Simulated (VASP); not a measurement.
# Be2C in VASP: notebook, part 2 of 2

VASP 6.6.1. Earlier steps stand in the parts before.

## (4) Single point, LDA (equal xy, yz and zx engineering shears of -0.5 %)

Contents of INCAR:

```
PREC     = Accurate       # precision mode
ENCUT    = 600            # plane-wave cutoff, eV
EDIFF    = 1E-6           # SCF threshold, eV
ISMEAR   = 0              # smearing method
SIGMA    = 0.01           # smearing width, eV
LREAL    = F              # projectors in reciprocal space
LASPH    = T              # aspherical terms in the spheres
NELM     = 120            # most SCF steps
ALGO     = Normal         # electronic algorithm
ISIF     = 2              # what is computed and relaxed
LWAVE    = F              # write WAVECAR
LCHARG   = F              # write CHGCAR
GGA      = CA             # functional
NBANDS   = 11             # bands
GGA_COMPAT= F
```

Contents of KPOINTS:

```
regular mesh
0
Gamma
  10 10 10
```

Contents of POSCAR:

```
Be2C
1.0
   -0.0106707707      2.1288187560      2.1288187560
    2.1288187560     -0.0106707707      2.1288187560
    2.1288187560      2.1288187560     -0.0106707707
Be C
2 1
Direct
    0.2499166117      0.2499166117      0.2499166117
    0.7500833883      0.7500833883      0.7500833883
    0.0000000000      0.0000000000      0.0000000000
```

Potentials or basis: VASP PAW LDA potentials, release 64 (Be, C).

Command:

```bash
> cat potpaw_LDA.64/Be/POTCAR potpaw_LDA.64/C/POTCAR > POTCAR
> mpirun -np 1 vasp_std > vasp.out
```

OUTCAR:

```text
PREC = Accurate
   ENCUT = 600
   EDIFF = 1E-6
   ISMEAR = 0
   LREAL = F
   LASPH = T
   NELM = 120
   ISIF = 2
   GGA = CA

 ion  position               nearest neighbor table
   1  0.250  0.250  0.250-   3 1.84   3 1.85   3 1.85   3 1.85   2 2.13   2 2.13   2 2.13   2 2.13
                             2 2.13   2 2.13
   2  0.750  0.750  0.750-   3 1.84   3 1.85   3 1.85   3 1.85   1 2.13   1 2.13   1 2.13   1 2.13
                             1 2.13   1 2.13
   3  0.000  0.000  0.000-   1 1.84   2 1.84   2 1.85   2 1.85   2 1.85   1 1.85   1 1.85   1 1.85

  LATTYP: Found a trigonal (rhomboedric) cell.
 ALAT       =     3.0106232672
 COS(alpha) =     0.4949812504

  Lattice vectors:

 A1 = (  -0.0106707707,   2.1288187560,   2.1288187560)
 A2 = (   2.1288187560,  -0.0106707707,   2.1288187560)
 A3 = (   2.1288187560,   2.1288187560,  -0.0106707707)

Analysis of symmetry for initial positions (statically):
=====================================================================
 Subroutine PRICEL returns:
 Original cell was already a primitive cell.

 Routine SETGRP: Setting up the symmetry group for a
 trigonal (rhombohedral) supercell.

 Subroutine GETGRP returns: Found 12 space group operations
 (whereof 12 operations were pure point group operations)
 out of a pool of 12 trial point group operations.

The static configuration has the point symmetry D_3d.

Analysis of symmetry for dynamics (positions and initial velocities):
=====================================================================
 Subroutine PRICEL returns:
 Original cell was already a primitive cell.

 Routine SETGRP: Setting up the symmetry group for a
 trigonal (rhombohedral) supercell.

 Subroutine GETGRP returns: Found 12 space group operations
 (whereof 12 operations were pure point group operations)
 out of a pool of 12 trial point group operations.

The dynamic configuration has the point symmetry D_3d.

 Subroutine INISYM returns: Found 12 space group operations
 (whereof 12 operations are pure point group operations),
 and found     1 'primitive' translations

----------------------------------------------------------------------------------------

                                     Primitive cell

  volume of cell :      19.4401

  direct lattice vectors                    reciprocal lattice vectors
    -0.010670771  2.128818756  2.128818756    -0.233113419  0.234287794  0.234287794
     2.128818756 -0.010670771  2.128818756     0.234287794 -0.233113419  0.234287794
     2.128818756  2.128818756 -0.010670771     0.234287794  0.234287794 -0.233113419

  length of vectors
     3.010623267  3.010623267  3.010623267     0.405121472  0.405121472  0.405121472

  position of ions in fractional coordinates (direct lattice)
     0.249916612  0.249916612  0.249916612
     0.750083388  0.750083388  0.750083388
     0.000000000  0.000000000  0.000000000

  ion indices of the primitive-cell ions
   primitive index   ion index
                 1           1
                 2           2
                 3           3

----------------------------------------------------------------------------------------

 KPOINTS: regular mesh

Automatic generation of k-mesh.
 Grid dimensions read from file:
 generate k-points for:   10   10   10
[... 24 lines left out ...]
  0.300000  0.000000 -0.000000      6.000000
  0.400000 -0.000000 -0.000000      6.000000
  0.500000  0.000000  0.000000      3.000000
[... 16 lines left out ...]
  0.300000  0.300000 -0.000000      6.000000
  0.400000  0.300000 -0.000000     12.000000
 [... further k-points ...]
   k-points           NKPTS =    116   k-points in BZ     NKDIM =    116   number of bands    NBANDS=     11
   number of dos      NEDOS =    301   number of ions     NIONS =      3
   total plane-waves  NPLWV =  13824
   dimension x,y,z NGX =    24 NGY =   24 NGZ =   24
   dimension x,y,z NGXF=    48 NGYF=   48 NGZF=   48
   ions per type =               2   1
   NGX,Y,Z   is equivalent  to a cutoff of  13.25, 13.25, 13.25 a.u.
   NGXF,Y,Z  is equivalent  to a cutoff of  26.51, 26.51, 26.51 a.u.
 SYSTEM =  unknown system
   PREC   = accura    normal or accurate (medium, high low for compatibility)
   ISTART =      0    job   : 0-new  1-cont  2-samecut
   ICHARG =      2    charge: 1-file 2-atom 10-const
   ISPIN  =      1    spin polarized calculation?
   LNONCOLLINEAR =      F non collinear calculations
   LSORBIT =      F    spin-orbit coupling
   LASPH  =      T    aspherical Exc in radial PAW
   ENCUT  =  600.0 eV  44.10 Ry    6.64 a.u.   6.01  6.01  6.01*2*pi/ulx,y,z
   NELM   =    120;   NELMIN=  2; NELMDL= -5     # of ELM steps
   EDIFF  = 0.1E-05   stopping-criterion for ELM
   LREAL  =      F    real-space projection
   EDIFFG = 0.1E-04   stopping-criterion for IOM
   NSW    =      0    number of steps for IOM
   IBRION =     -1    ionic relax: 0-MD 1-quasi-New 2-CG
   NFREE  =      0    steps in history (QN), initial steepest desc. (CG)
   ISIF   =      2    stress and relaxation
   ISYM   =      2    0-nonsym 1-usesym 2-fastsym
   POTIM  = 0.5000    time-step for ionic-motion
   TEBEG  =    0.0;   TEEND  =   0.0 temperature during run
   PSTRESS=    0.0 pullay stress
   NELECT =       8.0000    total number of electrons
   NUPDOWN=      -1.0000    fix difference up-down
   EMIN   =  10.00;   EMAX   =-10.00  energy-range for DOS
   EFERMI =   0.00;   METHOD = LEGACY
   ISMEAR =     0;   SIGMA  =   0.01  broadening in eV -4-tet -1-fermi 0-gaus
   EFERMI_NEDOS =   21; number of points for ismear=-14 and -15
   IALGO  =     38    algorithm
   IMIX   =      4    mixing-type and parameters
     AMIX     =   0.40;   BMIX     =  1.00
     AMIX_MAG =   1.60;   BMIX_MAG =  1.00
  volume/ion in A,a.u.               =       6.48        43.73
  Fermi-wavevector in a.u.,A,eV,Ry     =   1.217695  2.301109 20.174453  1.482780
  Thomas-Fermi vector in A             =   2.353006
   LORBIT       =      0    0 simple, 1 ext, 2 COOP (PROOUT), +10 PAW based schemes
   GGA     = CA    functional components
   LHFCALC =     F    Hartree Fock is set to
   AEXX    =    0.0000 exact exchange contribution
   IVDW    =     0    specifies the selected vdW correction
   LEPSILON=     F    determine dielectric tensor
   LRPA    =     F    only Hartree local field effects (RPA)
 non-spin polarized calculation
 Gauss-broadening in eV      SIGMA  =   0.01
  energy-cutoff  :      600.00
  volume of cell :       19.44
 maximum number of plane-waves:       662
   NGX = 13   NGY = 13   NGZ = 13

 number of electron       7.9999999 magnetization

 Free energy of the ion-electron system (eV)
  ---------------------------------------------------
  ext. energy  EPLUGINS =         0.00000000
  ---------------------------------------------------
  free energy    TOTEN  =       -19.43139616 eV

  energy without entropy =      -19.43139616  energy(sigma->0) =      -19.43139616

 E-fermi :   8.0630     XC(G=0): -11.6914

 val. band max:        7.9646125527   @ k =   0.0000   0.0000   0.0000
 cond. band min:       9.1423835362   @ k =   0.5000   0.5000  -0.0000
 fundamental gap:      1.1777709835
 Fermi energy:         8.0630279330

 k-point     1 :       0.0000    0.0000    0.0000
  band No.  band energies     occupation
      1      -7.2300      2.00000
      2       7.9346      2.00000
      3       7.9346      2.00000
      4       7.9646      2.00000
      5      11.9926      0.00000
      6      11.9926      0.00000
      7      12.1483      0.00000
      8      15.2993      0.00000
      9      21.2900      0.00000
     10      21.2900      0.00000
     11      21.3159      0.00000
[... 309 lines left out ...]
 k-point    24 :       0.4000    0.3000   -0.0000
  band No.  band energies     occupation
      1      -4.7050      2.00000
      2       2.3568      2.00000
      3       3.6404      2.00000
      4       3.7952      2.00000
      5      10.7468      0.00000
      6      13.9504      0.00000
      7      18.3965      0.00000
      8      18.6307      0.00000
      9      22.3102      0.00000
     10      25.1929      0.00000
     11      25.9192      0.00000

 [... further k-points ...]
[... 5 lines left out ...]
  --------------------------------------------------------------------------------------
  -------------------------------------------------------------------------------------
  Total        0.0615637      0.0615637      0.0615637      0.1379866      0.1379866      0.1379866
  in kB        5.0738307      5.0738307      5.0738307     11.3723015     11.3723015     11.3723015
  external PRESSURE =       5.0738307 kB  Pullay stress =       0.0000000 kB

 VOLUME and BASIS-vectors are now :
 -----------------------------------------------------------------------------
  energy-cutoff  :      600.00
  volume of cell :       19.44
      direct lattice vectors                 reciprocal lattice vectors
    -0.010670771  2.128818756  2.128818756    -0.233113419  0.234287794  0.234287794
     2.128818756 -0.010670771  2.128818756     0.234287794 -0.233113419  0.234287794
     2.128818756  2.128818756 -0.010670771     0.234287794  0.234287794 -0.233113419

 POSITION                                       TOTAL-FORCE (eV/Angst)
 -----------------------------------------------------------------------------------
      1.06139      1.06139      1.06139        -0.000061     -0.000061     -0.000061
      3.18558      3.18558      3.18558         0.000061      0.000061      0.000061
      0.00000      0.00000      0.00000         0.000000      0.000000      0.000000
 -----------------------------------------------------------------------------------
    total drift:                               -0.000000     -0.000000     -0.000000

  FREE ENERGIE OF THE ION-ELECTRON SYSTEM (eV)
  ---------------------------------------------------
  free  energy   TOTEN  =       -19.4313961569 eV

  energy  without entropy=      -19.4313961569  energy(sigma->0) =      -19.43139616
```

Run time: 8 s. Hardware: 1 thread of Intel Xeon 6975P-C (Granite Rapids), shared host; peak memory 0.14 GiB.

Results:

```yaml
Free_energy: -19.4314 eV
Pressure: 0.5 GPa
Band_gap_on_the_k_mesh: 1.18 eV, indirect (least direct gap 4.03 eV)
```

Caveat: the cell differs from its parent crystal (equal xy, yz and zx engineering shears of -0.5 %). A k mesh can miss the band edges.

## (5) Overview

```csv
cell,gap on the mesh (eV),pressure (GPa)
"a = 3.011, b = 3.011, c = 3.018 Å, angles 59.9, 59.9, 60.2°, 3 atoms",1.12,1.6
"a = 3.026, b = 3.026, c = 3.018 Å, angles 60.1, 60.1, 59.8°, 3 atoms",1.16,-0.6
"a = 3.011 Å, angles 60.3°, 3 atoms",1.18,0.5
```

Alike in all rows: task single point; level LDA; potentials or basis VASP PAW LDA potentials, release 64 (Be, C); no spin polarisation; k mesh 10 × 10 × 10; cutoff (eV) 600; smearing gaussian 0.01 eV.

Absolute energies hang on the potentials; compare differences alone.
